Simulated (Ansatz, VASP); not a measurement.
# Two plane-wave programs on GdO

POSCAR

```
GdO
1.0
    2.9944849749      0.0000000000      0.0000000000
    0.0000000000      2.9944849749      0.0000000000
    0.0000000000      0.0000000000      2.9944849749
Gd O
1 1
Direct
    0.0000000000      0.0000000000      0.0000000000
    0.5000000000      0.5000000000      0.5000000000
```

Contents of INCAR.step1:

```
ALGO = Normal
EDIFF = 1E-4
ENCUT = 520
GGA = PE
ISMEAR = 0
ISPIN = 2
LASPH = T
LCHARG = F
LMAXMIX = 6
LREAL = F
LWAVE = T
MAGMOM = 7.85 0
NBANDS = 23
NELM = 150
PREC = Accurate
SIGMA = 0.05
```

Contents of INCAR.step2:

```
ALGO = Normal
EDIFF = 1E-7
ENCUT = 520
ISIF = 2
ISMEAR = 0
ISPIN = 2
ISTART = 1
LASPH = T
LCHARG = T
LELF = T
LMAXMIX = 6
LMIXTAU = T
LORBIT = 11
LREAL = F
LVHAR = T
LWAVE = F
MAGMOM = 7.85 0
METAGGA = R2SCAN
NBANDS = 23
NELM = 150
PREC = Accurate
SIGMA = 0.05
```

KPOINTS

```
k-points
0
Gamma
  12 12 12
```

Input for Ansatz:

```yaml
crystal:
  lattice:
    - [2.9944849749, 0.0, 0.0]
    - [0.0, 2.9944849749, 0.0]
    - [0.0, 0.0, 2.9944849749]
  atoms:
    - { symbol: Gd, position: [0.0, 0.0, 0.0], spin: 7.85 }
    - { symbol: O, position: [0.5, 0.5, 0.5] }
basis:
  ecutwfc: 500
  ecutrho_ratio: 4
kpoints:
  mp_grid: { grid: [12, 12, 12] }
hamiltonian:
  xc: r2scan
scf:
  occupations: { method: gaussian, width: 0.05 }
output:
  forces: true
  stress: true
  eigenvalues: true
  populations: true
magnetization:
  spin_polarized: true
```

Alike in both runs: task single point; functional r2SCAN; k mesh 12 × 12 × 12; occupations gaussian, width 0.05 eV; collinear spin.

|  | VASP | Ansatz |
| --- | --- | --- |
| version | VASP 6.6.1 | Ansatz 0.2.0 |
| potentials or method | VASP PAW PBE potentials, release 64 (Gd, O), cutoff 520 eV | scalar-relativistic, plane waves, PAW |
| valence electrons in the cell | 24 | 24 |

```tsv
	VASP	Ansatz	Ansatz less VASP
gap on the k mesh at the Fermi level (eV)	none	none	-
pressure (GPa)	-0.1	-0.1	+0.02
net moment per atom (μB)	3.72	3.73	+0.004
size of the moment on the site where the two differ most (μB)	7.01	7.14	+0.137
```

VASP's potentials were made for PBE, not for r2SCAN. Site moments also hang on the region over which each program counts them. A gap of «none» marks a metal or a gap that the smearing closes. Ansatz's warnings: given moment on shells, stability check not made.

Spin-orbit coupling is off throughout.
